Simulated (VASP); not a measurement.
# KBr (Fm-3m) in VASP: further runs

The runs below take KBr through single point, with PBEsol, r2SCAN+rVV10.

Everything below comes from runs of VASP 6.6.1. Logs are shortened: lines on timing, memory, paths and dates and some standing lists are left out, and cuts for length are marked.

### Step 1. The cell of the first run

The structure is cubic, space group Fm-3m (No. 225). Conventional cell: a = 6.600 Å, b = 6.600 Å, c = 6.600 Å, α = 90.00°, β = 90.00°, γ = 90.00°. Br (site symmetry m-3m) has 6 K at 3.30 Å within 4.3 Å. K (site symmetry m-3m) has 6 Br at 3.30 Å within 4.3 Å.

### Step 2. Single point, PBEsol, non-collinear spin, zero start, spin-orbit coupling

INCAR reads:

```
SYSTEM = KBr
PREC = Accurate
ENCUT = 520
EDIFF = 1E-7
ISMEAR = -1
SIGMA = 0.1
LREAL = .False.
LASPH = .True.
NELM = 150
ALGO = Normal
ISIF = 2
LWAVE = .False.
LCHARG = .False.
LNONCOLLINEAR = .True.
MAGMOM = 0 0 0 0 0 0
LORBIT = 11
LSORBIT = .True.
GGA_COMPAT = .False.
LORBMOM = .True.
GGA = PS
NBANDS = 28
```

KPOINTS reads:

```
Automatic mesh
0
Gamma
  7 7 7
  0 0 0
```

POSCAR reads:

```
KBr
1.0
    0.0000000000      3.3000000000      3.3000000000
    3.3000000000      0.0000000000      3.3000000000
    3.3000000000      3.3000000000      0.0000000000
Br K
1 1
Direct
    0.5000000000      0.5000000000      0.5000000000
    0.0000000000      0.0000000000      0.0000000000
```

Potentials or basis: VASP PAW PBE potentials, release 64 (Br, K_sv).

Started as:

```
> cat potpaw_PBE.64/Br/POTCAR potpaw_PBE.64/K_sv/POTCAR > POTCAR
> mpirun -np 1 vasp_ncl > vasp.out
```

OUTCAR:

```text
SYSTEM = KBr
   PREC = Accurate
   ENCUT = 520
   EDIFF = 1E-7
   ISMEAR = -1
   LREAL = .False.
   LASPH = .True.
   NELM = 150
   ISIF = 2
   LNONCOLLINEAR = .True.
   LORBIT = 11
   LSORBIT = .True.
   GGA = PS

 ion  position               nearest neighbor table
   1  0.500  0.500  0.500-   2 3.30   2 3.30   2 3.30   2 3.30   2 3.30   2 3.30
   2  0.000  0.000  0.000-   1 3.30   1 3.30   1 3.30   1 3.30   1 3.30   1 3.30

  LATTYP: Found a face centered cubic cell.
 ALAT       =     6.6000000000

  Lattice vectors:

 A1 = (   0.0000000000,   3.3000000000,   3.3000000000)
 A2 = (   3.3000000000,   0.0000000000,   3.3000000000)
 A3 = (   3.3000000000,   3.3000000000,   0.0000000000)

Analysis of symmetry for initial positions (statically):
=====================================================================
 Subroutine PRICEL returns:
 Original cell was already a primitive cell.

 Routine SETGRP: Setting up the symmetry group for a
 face centered cubic supercell.

 Subroutine GETGRP returns: Found 48 space group operations
 (whereof 48 operations were pure point group operations)
 out of a pool of 48 trial point group operations.

The static configuration has the point symmetry O_h .

Analysis of symmetry for dynamics (positions and initial velocities):
=====================================================================
 Subroutine PRICEL returns:
 Original cell was already a primitive cell.

 Routine SETGRP: Setting up the symmetry group for a
 face centered cubic supercell.

 Subroutine GETGRP returns: Found 48 space group operations
 (whereof 48 operations were pure point group operations)
 out of a pool of 48 trial point group operations.

The dynamic configuration has the point symmetry O_h .

Analysis of structural, dynamic, and magnetic symmetry:
=====================================================================
 Subroutine PRICEL returns:
 Original cell was already a primitive cell.

 Routine SETGRP: Setting up the symmetry group for a
 face centered cubic supercell.

 Subroutine GETGRP returns: Found 48 space group operations
 (whereof 48 operations were pure point group operations)
 out of a pool of 48 trial point group operations.

The overall configuration has the point symmetry O_h .

 Subroutine INISYM returns: Found 48 space group operations
 (whereof 48 operations are pure point group operations),
 and found     1 'primitive' translations

----------------------------------------------------------------------------------------

                                     Primitive cell

  volume of cell :      71.8740

  direct lattice vectors                    reciprocal lattice vectors
     0.000000000  3.300000000  3.300000000    -0.151515152  0.151515152  0.151515152
     3.300000000  0.000000000  3.300000000     0.151515152 -0.151515152  0.151515152
     3.300000000  3.300000000  0.000000000     0.151515152  0.151515152 -0.151515152

  length of vectors
     4.666904756  4.666904756  4.666904756     0.262431941  0.262431941  0.262431941

  position of ions in fractional coordinates (direct lattice)
     0.500000000  0.500000000  0.500000000
     0.000000000  0.000000000  0.000000000

  ion indices of the primitive-cell ions
   primitive index   ion index
                 1           1
                 2           2

----------------------------------------------------------------------------------------

 KPOINTS: Automatic mesh

Automatic generation of k-mesh.
 Grid dimensions read from file:
 generate k-points for:    7    7    7

 Generating k-lattice:

  Cartesian coordinates                     Fractional coordinates (reciprocal lattice)
    -0.021645022  0.021645022  0.021645022     0.142857143  0.000000000  0.000000000
     0.021645022 -0.021645022  0.021645022     0.000000000  0.142857143  0.000000000
     0.021645022  0.021645022 -0.021645022     0.000000000  0.000000000  0.142857143

[... 90 lines left out ...]

 number of electron      15.9999997 magnetization       0.0000000      0.0000000      0.0000000

 Free energy of the ion-electron system (eV)
  ---------------------------------------------------
  ext. energy  EPLUGINS =         0.00000000
  ---------------------------------------------------
  free energy    TOTEN  =        -6.48848014 eV

  energy without entropy =       -6.48848014  energy(sigma->0) =       -6.48848014

 E-fermi :   0.4976     XC(G=0):  -7.5462

 val. band max:       -1.6671278423   @ k =   0.0000   0.0000   0.0000
 cond. band min:       2.4513878348   @ k =   0.0000   0.0000   0.0000
 fundamental gap:      4.1185156771
 Fermi energy:         0.4976416371

 k-point     1 :       0.0000    0.0000    0.0000
  band No.  band energies     occupation
      1     -29.4381      1.00000
      2     -29.4381      1.00000
      3     -14.1325      1.00000
      4     -14.1325      1.00000
      5     -13.1576      1.00000
      6     -13.1576      1.00000
[... 609 lines left out ...]
     27       8.6381      0.00000
     28       8.6381      0.00000

------------------------ aborting loop because EDIFF is reached ----------------------------------------

  FORCE on cell =-STRESS in cart. coord.  units (eV):
  Direction    XX          YY          ZZ          XY          YZ          ZX
  --------------------------------------------------------------------------------------
  -------------------------------------------------------------------------------------
  Total       -0.1246739     -0.1246739     -0.1246739      0.0000000      0.0000000      0.0000000
  in kB       -2.7791644     -2.7791644     -2.7791644      0.0000000      0.0000000      0.0000000
  external PRESSURE =      -2.7791644 kB  Pullay stress =       0.0000000 kB

 VOLUME and BASIS-vectors are now :
 -----------------------------------------------------------------------------
  energy-cutoff  :      520.00
  volume of cell :       71.87
      direct lattice vectors                 reciprocal lattice vectors
     0.000000000  3.300000000  3.300000000    -0.151515152  0.151515152  0.151515152
     3.300000000  0.000000000  3.300000000     0.151515152 -0.151515152  0.151515152
     3.300000000  3.300000000  0.000000000     0.151515152  0.151515152 -0.151515152

 POSITION                                       TOTAL-FORCE (eV/Angst)
 -----------------------------------------------------------------------------------
      3.30000      3.30000      3.30000        -0.000000      0.000000      0.000000
      0.00000      0.00000      0.00000         0.000000     -0.000000     -0.000000
 -----------------------------------------------------------------------------------
    total drift:                                0.000000      0.000000      0.000000

  FREE ENERGIE OF THE ION-ELECTRON SYSTEM (eV)
  ---------------------------------------------------
  free  energy   TOTEN  =        -6.4884801394 eV

  energy  without entropy=       -6.4884801392  energy(sigma->0) =       -6.48848014

 orbital moment (x)

 # of ion     p       d       tot
 ----------------------------------------
  1         0.000  -0.000  -0.000
  2         0.000   0.000   0.000
 ----------------------------------------
            0.000   0.000   0.000

 orbital moment (y)

 # of ion     p       d       tot
 ----------------------------------------
  1         0.000  -0.000  -0.000
  2         0.000  -0.000  -0.000
 ----------------------------------------
            0.000  -0.000  -0.000

 orbital moment (z)

 # of ion     p       d       tot
 ----------------------------------------
  1         0.000   0.000   0.000
  2         0.000   0.000   0.000
 ----------------------------------------
            0.000   0.000   0.000

 Spin-Orbit-Coupling matrix elements

 Ion:    1  E_soc:     -0.0513865
 l=   1
     0.0000000    -0.0085642    -0.0085642
    -0.0085642     0.0000000    -0.0085642
    -0.0085642    -0.0085642     0.0000000
 l=   2
     0.0000000    -0.0000001     0.0000000    -0.0000001    -0.0000002
    -0.0000001     0.0000000    -0.0000001    -0.0000001    -0.0000000
     0.0000000    -0.0000001     0.0000000    -0.0000001     0.0000000
    -0.0000001    -0.0000001    -0.0000001     0.0000000    -0.0000000
    -0.0000002    -0.0000000     0.0000000    -0.0000000     0.0000000
 l=   3
     0.0000000     0.0000000     0.0000000     0.0000000     0.0000000     0.0000000     0.0000000
     0.0000000     0.0000000     0.0000000     0.0000000     0.0000000     0.0000000     0.0000000
     0.0000000     0.0000000     0.0000000     0.0000000     0.0000000     0.0000000     0.0000000
     0.0000000     0.0000000     0.0000000     0.0000000     0.0000000     0.0000000     0.0000000
     0.0000000     0.0000000     0.0000000     0.0000000     0.0000000     0.0000000     0.0000000
     0.0000000     0.0000000     0.0000000     0.0000000     0.0000000     0.0000000     0.0000000
     0.0000000     0.0000000     0.0000000     0.0000000     0.0000000     0.0000000     0.0000000

 Ion:    2  E_soc:     -0.0081462
 l=   1
     0.0000000    -0.0013566    -0.0013566
    -0.0013566     0.0000000    -0.0013566
    -0.0013566    -0.0013566     0.0000000
 l=   2
     0.0000000     0.0000001     0.0000000     0.0000001    -0.0000013
     0.0000001     0.0000000    -0.0000009     0.0000001    -0.0000003
     0.0000000    -0.0000009     0.0000000    -0.0000009     0.0000000
     0.0000001     0.0000001    -0.0000009     0.0000000    -0.0000003
    -0.0000013    -0.0000003     0.0000000    -0.0000003     0.0000000
 l=   3
     0.0000000     0.0000000     0.0000000     0.0000000     0.0000000     0.0000000     0.0000000
     0.0000000     0.0000000     0.0000000     0.0000000     0.0000000     0.0000000     0.0000000
     0.0000000     0.0000000     0.0000000     0.0000000     0.0000000     0.0000000     0.0000000
     0.0000000     0.0000000     0.0000000     0.0000000     0.0000000     0.0000000     0.0000000
     0.0000000     0.0000000     0.0000000     0.0000000     0.0000000     0.0000000     0.0000000
     0.0000000     0.0000000     0.0000000     0.0000000     0.0000000     0.0000000     0.0000000
     0.0000000     0.0000000     0.0000000     0.0000000     0.0000000     0.0000000     0.0000000

 total charge

# of ion       s       p       d       tot
------------------------------------------
    1        1.592   3.282   0.001   4.874
    2        1.956   5.568   0.025   7.549
--------------------------------------------------
tot          3.548   8.850   0.026  12.423

 magnetization (x)

# of ion       s       p       d       tot
------------------------------------------
    1        0.000   0.000   0.000   0.000
    2        0.000   0.000   0.000   0.000
--------------------------------------------------
tot          0.000   0.000   0.000   0.000

 magnetization (y)

# of ion       s       p       d       tot
------------------------------------------
    1        0.000   0.000   0.000   0.000
    2        0.000   0.000   0.000   0.000
--------------------------------------------------
tot          0.000   0.000   0.000   0.000

 magnetization (z)

# of ion       s       p       d       tot
------------------------------------------
    1        0.000  -0.000   0.000   0.000
    2        0.000   0.000   0.000   0.000
--------------------------------------------------
tot          0.000  -0.000   0.000   0.000
```

Run time: 94 s. Hardware: 1 thread of Intel Xeon Platinum 8488C (Sapphire Rapids), shared host; peak memory 0.4 GiB.

What came out:

* Free energy: -6.4885 eV
* Pressure: -0.3 GPa
* Net moment: 0.00 μB per cell
* Valence electrons inside the program's atomic spheres: Br 4.87; K 7.55

Moments on the atoms (μB; x, y, z):
```
Br  0.00 0.00 0.00
K   0.00 0.00 0.00
```

Caveat: the PAW data sets were made with another functional, which shifts forces and pressure a little.

### Step 3. Single point, r2SCAN+rVV10, non-collinear spin, typed start (volume scaled by 0.92)

POSCAR reads:

```
KBr
1.0
    0.0000000000      3.2095431265      3.2095431265
    3.2095431265      0.0000000000      3.2095431265
    3.2095431265      3.2095431265      0.0000000000
Br K
1 1
Direct
    0.5000000000      0.5000000000      0.5000000000
    0.0000000000      0.0000000000      0.0000000000
```

INCAR.step1 reads:

```
  ALGO = Normal
  EDIFF = 1E-4
  ENCUT = 520
  GGA = PE
  ISMEAR = 0
  LASPH = T
  LCHARG = F
  LNONCOLLINEAR = T
  LREAL = F
  LWAVE = T
  MAGMOM = 0.289 0.289 0.289 0 0 0
  NBANDS = 28
  NELM = 150
  PREC = Accurate
  SIGMA = 0.01
```

INCAR.step2 reads:

```
  ALGO = Normal
  BPARAM = 11.95
  CPARAM = 0.0093
  EDIFF = 1E-6
  ENCUT = 520
  ISIF = 2
  ISMEAR = 0
  ISTART = 1
  IVDW_NL = 2
  LASPH = T
  LCHARG = F
  LMIXTAU = T
  LNONCOLLINEAR = T
  LORBIT = 11
  LREAL = F
  LUSE_VDW = T
  LWAVE = F
  MAGMOM = 0.289 0.289 0.289 0 0 0
  METAGGA = R2SCAN
  NBANDS = 28
  NELM = 150
  PREC = Accurate
  SIGMA = 0.01
```

KPOINTS reads:

```
k-points
0
Gamma
  7 7 7
```

Potentials or basis: VASP PAW PBE potentials, release 64 (Br, K_sv).

Started as:

```
> cat potpaw_PBE.64/Br/POTCAR potpaw_PBE.64/K_sv/POTCAR > POTCAR
> cp INCAR.step1 INCAR
> mpirun -np 1 vasp_ncl > vasp.out
> cp INCAR.step2 INCAR
> mpirun -np 1 vasp_ncl > vasp.out
```

Run time: 19 min. Hardware: 1 thread of Intel Xeon Platinum 8488C (Sapphire Rapids), shared host; peak memory 0.8 GiB.

It converged, with:

```yaml
Free_energy: -22.7204 eV
Pressure: 1.2 GPa
Band_gap_on_the_k_mesh: 5.23 eV, direct
Net_moment: 0.00 μB per cell
Valence_electrons_inside_the_program's_atomic_spheres: Br 4.94; K 7.67
```

Levels at points of the mesh, in eV from the valence-band top:
| k point | band 12 | band 13 | band 14 | band 15 | band 16 | band 17 | band 18 | band 19 | band 20 | band 21 |
| --- | --- | --- | --- | --- | --- | --- | --- | --- | --- | --- |
| (0.00, 0.00, 0.00) | 0.00 | 0.00 | 0.00 | 0.00 | 0.00 | 5.23 | 5.23 | 8.18 | 8.18 | 8.18 |

Moments on the atoms (μB; x, y, z):
```
Br  0.00 0.00 0.00
K   0.00 0.00 0.00
```

Caveat: the PAW data sets were made with another functional, which shifts forces and pressure a little.
